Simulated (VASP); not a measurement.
# BaZrO3 (Pm-3m) in VASP: a series of runs, part 2 of 2

VASP 6.6.1. Earlier steps stand in the parts before.

## Step 3: Relaxation of the atoms, PBE

The input, INCAR:

```
ALGO = Normal ; EDIFF = 1E-6
EDIFFG = -0.02 ; ENCUT = 520
GGA = PE ; IBRION = 2
ISIF = 2 ; ISMEAR = -1
LASPH = True ; LCHARG = False
LREAL = False ; LWAVE = False
NELM = 60 ; NSW = 80
PREC = Accurate ; SIGMA = 0.02
```

The input, KPOINTS:

```
k-points
0
Gamma
  5 5 5
```

The input, POSCAR:

```
BaZrO3
1.0
    4.1913400000      0.0000000000      0.0000000000
    0.0000000000      4.1913400000      0.0000000000
    0.0000000000      0.0000000000      4.1913400000
Ba Zr O
1 1 3
Direct
    0.0000000000      0.0000000000      0.0000000000
    0.5000000000      0.5000000000      0.5000000000
    0.0000000000      0.5000000000      0.5000000000
    0.5000000000      0.0000000000      0.5000000000
    0.5000000000      0.5000000000      0.0000000000
```

Potentials or basis: VASP PAW PBE potentials, release 64 (Ba_sv, Zr_sv, O).

The run is started by

```console
$ cat potpaw_PBE.64/Ba_sv/POTCAR potpaw_PBE.64/Zr_sv/POTCAR potpaw_PBE.64/O/POTCAR > POTCAR
$ mpirun -np 1 vasp_std > vasp.out
```

OUTCAR:

```text
EDIFF = 1E-6
   EDIFFG = -0.02
   ENCUT = 520
   GGA = PE
   IBRION = 2
   ISIF = 2
   ISMEAR = -1
   LASPH = True
   LREAL = False
   NELM = 60
   NSW = 80
   PREC = Accurate

 ion  position               nearest neighbor table
   1  0.000  0.000  0.000-   3 2.96   4 2.96   5 2.96   3 2.96   4 2.96   3 2.96   5 2.96   3 2.96
                             4 2.96   5 2.96   4 2.96   5 2.96   2 3.63   2 3.63   2 3.63   2 3.63
   2  0.500  0.500  0.500-   3 2.10   4 2.10   5 2.10   5 2.10   4 2.10   3 2.10   1 3.63   1 3.63
                             1 3.63   1 3.63   1 3.63   1 3.63   1 3.63   1 3.63
   3  0.000  0.500  0.500-   2 2.10   2 2.10   1 2.96   1 2.96   1 2.96   1 2.96
   4  0.500  0.000  0.500-   2 2.10   2 2.10   1 2.96   1 2.96   1 2.96   1 2.96
   5  0.500  0.500  0.000-   2 2.10   2 2.10   1 2.96   1 2.96   1 2.96   1 2.96
[... 459 lines left out ...]
  Total        2.3397983      2.3397983      2.3397983     -0.0000000     -0.0000000     -0.0000000
  in kB       50.9131912     50.9131912     50.9131912     -0.0000000     -0.0000000     -0.0000000
  external PRESSURE =      50.9131912 kB  Pullay stress =       0.0000000 kB

 VOLUME and BASIS-vectors are now :
 -----------------------------------------------------------------------------
  energy-cutoff  :      520.00
  volume of cell :       73.63
      direct lattice vectors                 reciprocal lattice vectors
     4.191340000  0.000000000  0.000000000     0.238587182  0.000000000  0.000000000
     0.000000000  4.191340000  0.000000000     0.000000000  0.238587182  0.000000000
     0.000000000  0.000000000  4.191340000     0.000000000  0.000000000  0.238587182

 POSITION                                       TOTAL-FORCE (eV/Angst)
 -----------------------------------------------------------------------------------
      0.00000      0.00000      0.00000         0.000000      0.000000      0.000000
      2.09567      2.09567      2.09567         0.000000      0.000000      0.000000
      0.00000      2.09567      2.09567         0.000000      0.000000      0.000000
      2.09567      0.00000      2.09567         0.000000      0.000000      0.000000
      2.09567      2.09567      0.00000         0.000000      0.000000      0.000000
 -----------------------------------------------------------------------------------
    total drift:                                0.000000     -0.000000     -0.000000

  FREE ENERGIE OF THE ION-ELECTRON SYSTEM (eV)
  ---------------------------------------------------
  free  energy   TOTEN  =       -41.6848250185 eV

  energy  without entropy=      -41.6848250185  energy(sigma->0) =      -41.68482502

 reached required accuracy - stopping structural energy minimisation
```

CONTCAR:

```text
BaZrO3
   1.00000000000000
     4.1913400000000003    0.0000000000000000    0.0000000000000000
     0.0000000000000000    4.1913400000000003    0.0000000000000000
     0.0000000000000000    0.0000000000000000    4.1913400000000003
  Ba              Zr              O
     1     1     3
Direct
     0.0000000000000000    0.0000000000000000    0.0000000000000000
     0.5000000000000000    0.5000000000000000    0.5000000000000000
     0.0000000000000000    0.5000000000000000    0.5000000000000000
     0.5000000000000000    0.0000000000000000    0.5000000000000000
     0.5000000000000000    0.5000000000000000    0.0000000000000000

  0.00000000E+00  0.00000000E+00  0.00000000E+00
  0.00000000E+00  0.00000000E+00  0.00000000E+00
  0.00000000E+00  0.00000000E+00  0.00000000E+00
  0.00000000E+00  0.00000000E+00  0.00000000E+00
  0.00000000E+00  0.00000000E+00  0.00000000E+00
```

Wall time 18 s (1 thread of AMD EPYC 7R43 (Zen 3), shared host); peak memory 0.15 GiB.

Results:

```yaml
Free_energy: -41.6848 eV
Pressure_after_relaxing: 5.1 GPa
Band_gap_on_the_k_mesh: 3.29 eV, indirect (least direct gap 3.41 eV)
```

Final structure:
```
CELL_PARAMETERS angstrom
4.19134 0.00000 0.00000
0.00000 4.19134 0.00000
0.00000 0.00000 4.19134
ATOMIC_POSITIONS crystal
Ba 0.00000 0.00000 0.00000
Zr 0.50000 0.50000 0.50000
O 0.00000 0.50000 0.50000
O 0.50000 0.00000 0.50000
O 0.50000 0.50000 0.00000
```

Levels at points of the mesh, in eV from the valence-band top:
| k point | band 18 | band 19 | band 20 | band 21 | band 22 | band 23 |
| --- | --- | --- | --- | --- | --- | --- |
| (0.00, 0.00, 0.00) | -0.12 | -0.12 | -0.12 | 3.29 | 3.29 | 3.29 |

Caveat: the relaxation stopped at its first step, so nothing moved; spin-orbit coupling is left out, which moves the levels of the heavy elements.

## Step 4: Single point, PBE

The input, INCAR:

```
PREC = Accurate ; ENCUT = 910
EDIFF = 1E-6 ; ISMEAR = -1
SIGMA = 0.02 ; LREAL = False
LASPH = True ; NELM = 120
ALGO = Normal ; ISIF = 2
LWAVE = False ; LCHARG = False
GGA = PE ; NBANDS = 28
GGA_COMPAT = False
```

The input, KPOINTS:

```
Automatic mesh
0
Gamma
  5 5 5
```

POSCAR is that of step 3.

Potentials or basis: VASP PAW PBE potentials, release 64 (Ba_sv, Zr_sv, O_h).

The run is started by

```console
$ cat potpaw_PBE.64/Ba_sv/POTCAR potpaw_PBE.64/Zr_sv/POTCAR potpaw_PBE.64/O_h/POTCAR > POTCAR
$ mpirun -np 1 vasp_std > vasp.out
```

It took 53 s on 1 thread of Intel Xeon Platinum 8175M at 2.50GHz (Skylake/Cascade Lake), shared host; peak memory 0.27 GiB.

Results (log left out):

```yaml
Free_energy: -41.7072 eV
Pressure: 4.9 GPa
Band_gap_on_the_k_mesh: 3.30 eV, indirect (least direct gap 3.41 eV)
```

Levels at points of the mesh, in eV from the valence-band top:
| k point | band 16 | band 17 | band 18 | band 19 | band 20 | band 21 | band 22 | band 23 | band 24 | band 25 |
| --- | --- | --- | --- | --- | --- | --- | --- | --- | --- | --- |
| (0.00, 0.00, 0.00) | -0.88 | -0.88 | -0.12 | -0.12 | -0.12 | 3.30 | 3.30 | 3.30 | 4.76 | 4.76 |

Caveat: the cutoff is under 1.25 times the usual one of these potentials, so pressure, stress and relaxed cells hold a basis-set (Pulay) error; spin-orbit coupling is left out, which moves the levels of the heavy elements. As with any semilocal functional, this PBE gap is likely too small.

## Step 5: Overview

```tsv
task	potentials or basis	cell	cutoff (eV)	second run	gap on the mesh (eV)	pressure (GPa)
single point	VASP PAW PBE potentials, release 64 (Ba_sv, Zr_sv, O)	as given	520	-	3.29	5.1
relaxation of the atoms	VASP PAW PBE potentials, release 64 (Ba_sv, Zr_sv, O)	atoms relaxed	520	-	3.29	5.1
single point	VASP PAW PBE potentials, release 64 (Ba_sv, Zr_sv, O_h)	as given	910	hard_potentials	3.30	4.9
```

Alike in all rows: level PBE; no spin polarisation; k mesh 5 × 5 × 5; smearing fermi-dirac 0.02 eV.

Caveats: spin-orbit coupling is left out, which moves the levels of the heavy elements; the relaxation stopped at its first step, so nothing moved (some runs); the cutoff is under 1.25 times the usual one of these potentials, so pressure, stress and relaxed cells hold a basis-set (Pulay) error (some runs).

Total energies depend on the potentials used, so only differences within one code and one set of settings carry meaning.
